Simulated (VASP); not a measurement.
Wanted: the native input for a VASP 6.6.1 run.

```
Task                               : single point
Functional                         : r2SCANh
Potentials or basis                : VASP PAW PBE potentials, release 64 (Zn)
Cutoff                             : 520 eV
k mesh                             : 6 × 6 × 6
Occupations                        : fermi-dirac, width 0.05 eV
Spin                               : no spin polarisation
Dipole correction                  : no
Grid for exact exchange (PRECFOCK) : Normal
Further INCAR settings             : ALGO = Normal; EDIFF = 1e-07; NBANDS = 12
Share of exact exchange            : 0.1
```

Crystal: Zn.

```
Zn
1.0
    -1.56904    1.56904    1.56904
     1.56904   -1.56904    1.56904
     1.56904    1.56904   -1.56904
Zn
1
Direct
  0.00000 0.00000 0.00000
```

This isn't the form of Zn at room conditions, which is hcp.

The input as run:

POSCAR

```
Zn
1.0
   -1.5690370000      1.5690370000      1.5690370000
    1.5690370000     -1.5690370000      1.5690370000
    1.5690370000      1.5690370000     -1.5690370000
Zn
1
Direct
    0.0000000000      0.0000000000      0.0000000000
```

INCAR.step1

```
PREC = Accurate ; ENCUT = 520
EDIFF = 1E-5 ; ISMEAR = -1
SIGMA = 0.05 ; LREAL = F
LASPH = T ; NELM = 60
ALGO = Normal ; ISIF = 2
LWAVE = T ; LCHARG = F
NBANDS = 12 ; GGA = PE
```

INCAR.step2

```
PREC = Accurate ; ENCUT = 520
EDIFF = 1E-7 ; ISMEAR = -1
SIGMA = 0.05 ; LREAL = F
LASPH = T ; NELM = 60
ALGO = Normal ; ISIF = 2
LWAVE = F ; LCHARG = F
METAGGA = R2SCAN ; LHFCALC = T
AEXX = 0.1 ; LMIXTAU = T
PRECFOCK = Normal ; NBANDS = 12
ISTART = 1
```

KPOINTS

```
Automatic mesh
0
Gamma
  6 6 6
```

Potentials or basis: VASP PAW PBE potentials, release 64 (Zn).

Command:

```bash
$ cat potpaw_PBE.64/Zn/POTCAR > POTCAR
$ cp INCAR.step1 INCAR
$ mpirun -np 1 vasp_std > vasp.out
$ cp INCAR.step2 INCAR
$ mpirun -np 1 vasp_std > vasp.out
```

It gave:

* Pressure: -3.3 GPa
* Band gap on the k mesh: zero (bands 6 and 7 overlap by 5.91 eV)

Caveat: the k points lie up to 0.47 Å⁻¹ apart, too coarse for converged energies and pressures of a metal; the PAW data sets were made with another functional, which shifts forces and pressure a little.

Wall time 10 min on 1 thread of Intel(R) Xeon(R) Platinum 8259CL CPU @ 2.50GHz (Skylake/Cascade Lake) (shared host), peak memory 0.14 GiB.
